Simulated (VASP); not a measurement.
# Cd (R-3m) in VASP: single point with LDA

Aim: the single point of Cd with LDA.

Everything below comes from runs of VASP 6.6.1. Logs are shortened: lines on timing, memory, paths and dates and some standing lists are left out, and cuts for length are marked.

**1. The cell of the first run**

Symmetry: R-3m, No. 166, trigonal system. The conventional cell has a = 3.216 Å, b = 3.216 Å, c = 7.348 Å, α = 90.00°, β = 90.00°, γ = 120.00°. Cd (site symmetry -3m) has 12 Cd at 3.07 to 3.22 Å within 4.0 Å.

**2. Single point, LDA**

Input file POSCAR:

```
Cd
1.0
    1.6080291500      0.9283960600      2.4492874100
   -1.6080291500      0.9283960600      2.4492874100
    0.0000000000     -1.8567921300      2.4492874100
Cd
1
Direct
    0.0000000000      0.0000000000      0.0000000000
```

Input file INCAR.step1:

```
ALGO = Normal ; EDIFF = 1E-6
ENCUT = 520 ; ISIF = 2
ISMEAR = -1 ; LASPH = T
LCHARG = T ; LREAL = F
LWAVE = F ; NBANDS = 12
NELM = 100 ; PREC = Accurate
SIGMA = 0.05
```

Input file KPOINTS.step1:

```
k-points
0
Gamma
  10 10 10
```

Input file INCAR.step2:

```
ALGO = Normal ; EDIFF = 1E-6
ENCUT = 520 ; ICHARG = 11
ISIF = 2 ; ISMEAR = -5
LASPH = T ; LCHARG = F
LORBIT = 10 ; LREAL = F
LWAVE = F ; NBANDS = 12
NEDOS = 2001 ; NELM = 100
PREC = Accurate ; SIGMA = 0.05
```

Input file KPOINTS.step2:

```
k-points
0
Gamma
  15 15 15
```

Potentials or basis: VASP PAW LDA potentials, release 64 (Cd).

Started as:

```sh
$ cat potpaw_LDA.64/Cd/POTCAR > POTCAR
$ cp INCAR.step1 INCAR
$ cp KPOINTS.step1 KPOINTS
$ mpirun -np 1 vasp_std > vasp.out
$ cp INCAR.step2 INCAR
$ cp KPOINTS.step2 KPOINTS
$ mpirun -np 1 vasp_std > vasp.out
```

OUTCAR:

```text
EDIFF = 1E-6
   ENCUT = 520
   ICHARG = 11
   ISIF = 2
   ISMEAR = -5
   LASPH = T
   LORBIT = 10
   LREAL = F
   NELM = 100
   PREC = Accurate

 ion  position               nearest neighbor table
   1  0.000  0.000  0.000-

  LATTYP: Found a trigonal (rhomboedric) cell.
 ALAT       =     3.0735461292
 COS(alpha) =     0.4525576907

  Lattice vectors:

 A1 = (   1.6080291500,   0.9283960600,   2.4492874100)
 A2 = (  -1.6080291500,   0.9283960600,   2.4492874100)
 A3 = (   0.0000000000,  -1.8567921300,   2.4492874100)

Analysis of symmetry for initial positions (statically):
=====================================================================
 Subroutine PRICEL returns:
 Original cell was already a primitive cell.

 Routine SETGRP: Setting up the symmetry group for a
 trigonal (rhombohedral) supercell.

 Subroutine GETGRP returns: Found 12 space group operations
 (whereof 12 operations were pure point group operations)
 out of a pool of 12 trial point group operations.

The static configuration has the point symmetry D_3d.

Analysis of symmetry for dynamics (positions and initial velocities):
=====================================================================
 Subroutine PRICEL returns:
 Original cell was already a primitive cell.

 Routine SETGRP: Setting up the symmetry group for a
 trigonal (rhombohedral) supercell.

 Subroutine GETGRP returns: Found 12 space group operations
 (whereof 12 operations were pure point group operations)
 out of a pool of 12 trial point group operations.

The dynamic configuration has the point symmetry D_3d.

 Subroutine INISYM returns: Found 12 space group operations
 (whereof 12 operations are pure point group operations),
 and found     1 'primitive' translations

----------------------------------------------------------------------------------------

                                     Primitive cell

  volume of cell :      21.9391

  direct lattice vectors                    reciprocal lattice vectors
     1.608029150  0.928396060  2.449287410     0.310939637  0.179521083  0.136094005
    -1.608029150  0.928396060  2.449287410    -0.310939637  0.179521083  0.136094005
     0.000000000 -1.856792130  2.449287410     0.000000000 -0.359042166  0.136094005

  length of vectors
     3.073546129  3.073546129  3.073546133     0.383969862  0.383969862  0.383969862

  position of ions in fractional coordinates (direct lattice)
     0.000000000  0.000000000  0.000000000

  ion indices of the primitive-cell ions
   primitive index   ion index
                 1           1

----------------------------------------------------------------------------------------

 KPOINTS: k-points

Automatic generation of k-mesh.
 Grid dimensions read from file:
 generate k-points for:   15   15   15

 Generating k-lattice:

  Cartesian coordinates                     Fractional coordinates (reciprocal lattice)
     0.020729309  0.011968072  0.009072934     0.066666667  0.000000000  0.000000000
    -0.020729309  0.011968072  0.009072934     0.000000000  0.066666667  0.000000000
     0.000000000 -0.023936144  0.009072934     0.000000000  0.000000000  0.066666667

  Length of vectors
     0.025597991  0.025597991  0.025597991

  Shift w.r.t. Gamma in fractional coordinates (k-lattice)
     0.000000000  0.000000000  0.000000000

 TETIRR: Found   1695 inequivalent tetrahedra from    20250

 Subroutine IBZKPT returns following result:
 ===========================================

 Found    344 irreducible k-points:

 Following reciprocal coordinates:
            Coordinates               Weight
  0.000000  0.000000  0.000000      1.000000
  0.066667  0.000000  0.000000      6.000000
  0.133333 -0.000000 -0.000000      6.000000
  0.200000  0.000000  0.000000      6.000000
  0.266667 -0.000000 -0.000000      6.000000
  0.333333  0.000000  0.000000      6.000000
[... 16 lines left out ...]
  0.133333  0.133333 -0.000000      6.000000
  0.200000  0.133333  0.000000     12.000000
 [... further k-points ...]
   k-points           NKPTS =    344   k-points in BZ     NKDIM =    344   number of bands    NBANDS=     12
   number of dos      NEDOS =   2001   number of ions     NIONS =      1
   total plane-waves  NPLWV =  13824
   dimension x,y,z NGX =    24 NGY =   24 NGZ =   24
   dimension x,y,z NGXF=    48 NGYF=   48 NGZF=   48
   ions per type =               1
   NGX,Y,Z   is equivalent  to a cutoff of  12.98, 12.98, 12.98 a.u.
   NGXF,Y,Z  is equivalent  to a cutoff of  25.96, 25.96, 25.96 a.u.
 SYSTEM =  unknown system
   PREC   = accura    normal or accurate (medium, high low for compatibility)
   ISTART =      0    job   : 0-new  1-cont  2-samecut
   ICHARG =     11    charge: 1-file 2-atom 10-const
   ISPIN  =      1    spin polarized calculation?
   LNONCOLLINEAR =      F non collinear calculations
   LSORBIT =      F    spin-orbit coupling
   LASPH  =      T    aspherical Exc in radial PAW
   ENCUT  =  520.0 eV  38.22 Ry    6.18 a.u.   5.71  5.71  5.71*2*pi/ulx,y,z
   NELM   =    100;   NELMIN=  2; NELMDL=  0     # of ELM steps
   EDIFF  = 0.1E-05   stopping-criterion for ELM
   LREAL  =      F    real-space projection
   EDIFFG = 0.1E-04   stopping-criterion for IOM
   NSW    =      0    number of steps for IOM
   IBRION =     -1    ionic relax: 0-MD 1-quasi-New 2-CG
   NFREE  =      0    steps in history (QN), initial steepest desc. (CG)
   ISIF   =      2    stress and relaxation
   ISYM   =      2    0-nonsym 1-usesym 2-fastsym
   POTIM  = 0.5000    time-step for ionic-motion
   TEBEG  =    0.0;   TEEND  =   0.0 temperature during run
   PSTRESS=    0.0 pullay stress
   NELECT =      12.0000    total number of electrons
   NUPDOWN=      -1.0000    fix difference up-down
   EMIN   =  10.00;   EMAX   =-10.00  energy-range for DOS
   EFERMI =   0.00;   METHOD = LEGACY
   ISMEAR =    -5;   SIGMA  =   0.05  broadening in eV -4-tet -1-fermi 0-gaus
   EFERMI_NEDOS =   21; number of points for ismear=-14 and -15
   IALGO  =     38    algorithm
   IMIX   =      4    mixing-type and parameters
     AMIX     =   0.40;   BMIX     =  1.00
     AMIX_MAG =   1.60;   BMIX_MAG =  1.00
  volume/ion in A,a.u.               =      21.94       148.05
  Fermi-wavevector in a.u.,A,eV,Ry     =   1.338842  2.530044 24.388398  1.792497
  Thomas-Fermi vector in A             =   2.467280
   LORBIT       =     10    0 simple, 1 ext, 2 COOP (PROOUT), +10 PAW based schemes
   GGA     = CA    functional components
   LHFCALC =     F    Hartree Fock is set to
   AEXX    =    0.0000 exact exchange contribution
   IVDW    =     0    specifies the selected vdW correction
   LEPSILON=     F    determine dielectric tensor
   LRPA    =     F    only Hartree local field effects (RPA)
 non-spin polarized calculation
 Fermi weights with tetrahedron method with Bloechl corrections
  energy-cutoff  :      520.00
  volume of cell :       21.94
 maximum number of plane-waves:       604

 number of electron      11.9999997 magnetization

 Free energy of the ion-electron system (eV)
  ---------------------------------------------------
  ext. energy  EPLUGINS =         0.00000000
  ---------------------------------------------------
  free energy    TOTEN  =        -1.47724138 eV

  energy without entropy =       -1.47724138  energy(sigma->0) =       -1.47724138

 E-fermi :   2.4988     XC(G=0): -11.2948

 val. band max:        2.6551664760   @ k =  -0.4000   0.3333  -0.0000
 cond. band min:       2.3637949536   @ k =  -0.4667  -0.4667   0.4000
 fundamental gap:     -0.2913715224
 Fermi energy:         2.4988354371

 k-point     1 :       0.0000    0.0000    0.0000
  band No.  band energies     occupation
      1      -6.6160      2.00000
      2      -6.6160      2.00000
      3      -6.4150      2.00000
      4      -6.2004      2.00000
      5      -6.0451      2.00000
      6      -6.0451      2.00000
      7      16.0889      0.00000
      8      16.5923      0.00000
      9      16.5923      0.00000
     10      19.4620      0.00000
     11      20.2088      0.00000
     12      20.2088      0.00000

 k-point     2 :       0.0667    0.0000    0.0000
  band No.  band energies     occupation
      1      -6.6192      2.00000
      2      -6.6046      2.00000
      3      -6.3961      2.00000
      4      -6.0944      2.00000
      5      -6.0478      2.00000
      6      -6.0470      2.00000
      7      15.0180      0.00000
      8      16.2365      0.00000
      9      16.4733      0.00000
     10      19.1876      0.00000
     11      20.4625      0.00000
     12      20.8340      0.00000

 k-point     3 :       0.1333   -0.0000   -0.0000
  band No.  band energies     occupation
      1      -6.6576      2.00000
      2      -6.5789      2.00000
      3      -6.3458      2.00000
      4      -6.0511      2.00000
      5      -6.0483      2.00000
      6      -5.7413      2.00000
      7      12.6263      0.00000
      8      16.1706      0.00000
      9      16.1902      0.00000
     10      18.7332      0.00000
     11      20.9227      0.00000
     12      21.1015      0.00000
[... 286 lines left out ...]
 k-point    23 :       0.1333    0.1333   -0.0000
  band No.  band energies     occupation
      1      -6.6727      2.00000
      2      -6.4663      2.00000
      3      -6.3159      2.00000
      4      -6.2244      2.00000
      5      -5.9941      2.00000
      6      -5.5577      2.00000
      7      14.0714      0.00000
      8      14.8105      0.00000
      9      15.0403      0.00000
     10      17.2123      0.00000
     11      18.9725      0.00000
     12      22.3800      0.00000

 k-point    24 :       0.2000    0.1333    0.0000
  band No.  band energies     occupation
      1      -6.7182      2.00000
      2      -6.4254      2.00000
      3      -6.2928      2.00000
      4      -6.2431      2.00000
      5      -5.9619      2.00000
      6      -5.1067      2.00000
      7      11.9669      0.00000
      8      14.2577      0.00000
      9      15.8978      0.00000
     10      16.6767      0.00000
     11      17.3669      0.00000
     12      22.4802      0.00000

 [... further k-points ...]
[... 5 lines left out ...]
  --------------------------------------------------------------------------------------
  -------------------------------------------------------------------------------------
  Total       -0.5823378     -0.5823378     -0.7965014      0.0000000      0.0000000      0.0000000
  in kB      -42.5272519    -42.5272520    -58.1672991      0.0000000      0.0000001      0.0000000
  external PRESSURE =     -47.7406010 kB  Pullay stress =       0.0000000 kB

 VOLUME and BASIS-vectors are now :
 -----------------------------------------------------------------------------
  energy-cutoff  :      520.00
  volume of cell :       21.94
      direct lattice vectors                 reciprocal lattice vectors
     1.608029150  0.928396060  2.449287410     0.310939637  0.179521083  0.136094005
    -1.608029150  0.928396060  2.449287410    -0.310939637  0.179521083  0.136094005
     0.000000000 -1.856792130  2.449287410     0.000000000 -0.359042166  0.136094005

 POSITION                                       TOTAL-FORCE (eV/Angst)
 -----------------------------------------------------------------------------------
      0.00000      0.00000      0.00000         0.000000      0.000000      0.000000
 -----------------------------------------------------------------------------------
    total drift:                                0.000000      0.000000      0.000000

  FREE ENERGIE OF THE ION-ELECTRON SYSTEM (eV)
  ---------------------------------------------------
  free  energy   TOTEN  =        -1.4772413753 eV

  energy  without entropy=       -1.4772413753  energy(sigma->0) =       -1.47724138

 total charge

# of ion       s       p       d       tot
------------------------------------------
    1        0.549   0.280   9.478  10.307
```

It took 56 s on 1 thread of Intel Xeon 8259CL, shared host; peak memory 0.2 GiB.

What came out:

| Property | Result |
| --- | --- |
| Valence electrons inside the program's atomic spheres | Cd 10.31 |

Levels at points of the mesh, in eV from the Fermi level:
| k point | band 2 | band 3 | band 4 | band 5 | band 6 | band 7 | band 8 | band 9 | band 10 | band 11 |
| --- | --- | --- | --- | --- | --- | --- | --- | --- | --- | --- |
| (0.00, 0.00, 0.00) | -9.11 | -8.91 | -8.70 | -8.54 | -8.54 | 13.59 | 14.09 | 14.09 | 16.96 | 17.71 |

Caveat: tetrahedron occupations give inexact forces and stress in metals.
